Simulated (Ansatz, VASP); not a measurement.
# Two plane-wave programs on AlH6

The input INCAR:

```
SYSTEM = AlH6
ALGO     = Normal         ! electronic algorithm
EDIFF    = 1E-7           ! SCF threshold, eV
EDIFFG   = -0.04          ! ionic threshold
ENCUT    = 600            ! plane-wave cutoff, eV
GGA      = PE             ! functional
IBRION   = 2              ! ionic algorithm
ISIF     = 3              ! what is computed and relaxed
ISMEAR   = 0              ! smearing method
LASPH    = .True.         ! aspherical terms in the spheres
LCHARG   = .False.        ! write CHGCAR
LREAL    = .False.        ! projectors in reciprocal space
LWAVE    = .False.        ! write WAVECAR
NELM     = 100            ! most SCF steps
NSW      = 90             ! ionic steps
PREC     = Accurate       ! precision mode
SIGMA    = 0.1            ! smearing width, eV
```

The input KPOINTS:

```
k-points
0
Gamma
  6 6 6
  0 0 0
```

Contents of POSCAR:

```
AlH6
1.0
    3.8450937877      0.0000000000      0.0000000000
   -1.9225468938      3.3299489001      0.0000000000
    0.0000000000      0.0000000000      3.7175455094
Al H
1 6
Direct
    0.0000000000      0.0000000000      0.0000000000
    0.5111437625      0.4888562375      0.0000000000
    0.5111437625      0.0222875250      0.0000000000
    0.9777124750      0.4888562375      0.0000000000
    0.0000000000      0.0000000000      0.5000000000
    0.3333333333      0.6666666667      0.3989361355
    0.3333333333      0.6666666667      0.6010638645
```

Input for Ansatz:

```yaml
crystal:
  lattice:
    - [3.8450937877, 0.0, 0.0]
    - [-1.9225468938, 3.3299489001, 0.0]
    - [0.0, 0.0, 3.7175455094]
  atoms:
    - { symbol: Al, position: [0.0, 0.0, 0.0] }
    - { symbol: H, position: [0.5111437625, 0.4888562375, 0.0] }
    - { symbol: H, position: [0.5111437625, 0.022287525, 0.0] }
    - { symbol: H, position: [0.977712475, 0.4888562375, 0.0] }
    - { symbol: H, position: [0.0, 0.0, 0.5] }
    - { symbol: H, position: [0.3333333333, 0.6666666667, 0.3989361355] }
    - { symbol: H, position: [0.3333333333, 0.6666666667, 0.6010638645] }
basis:
  ecutwfc: 420
kpoints:
  mp_grid: { grid: [6, 6, 6] }
hamiltonian:
  xc: pbe
scf:
  occupations: { method: gaussian, width: 0.1 }
  lower_state_search: "off"
output:
  forces: true
  stress: true
  eigenvalues: true
relax:
  adjacent_minimum: "off"
  f_tol: 0.04
  max_steps: 70
  cell: { stress_tol: 0.4 }
```

Alike in both runs: task relaxation of cell and atoms; functional PBE; k mesh 6 × 6 × 6; occupations gaussian, width 0.1 eV; no spin polarisation.

|  | VASP | Ansatz |
| --- | --- | --- |
| version | VASP 6.6.1 | Ansatz 0.2.0 |
| potentials or method | VASP PAW PBE potentials, release 64 (Al, H), cutoff 600 eV | scalar-relativistic, plane waves, PAW |
| valence electrons in the cell | 9 | 9 |

```csv
,VASP,Ansatz,Ansatz less VASP
"gap on the k mesh at the Fermi level, each at its own relaxed structure (eV)",none,none,-
relaxed volume (Å³/atom),6.80,6.80,0.000
relaxed cell length with the largest relative difference (Å),3.845,3.845,0.0000
```

A gap of «none» marks a metal or a gap that the smearing closes.

Noted on VASP's run: the relaxation stopped at its first step, so nothing moved.
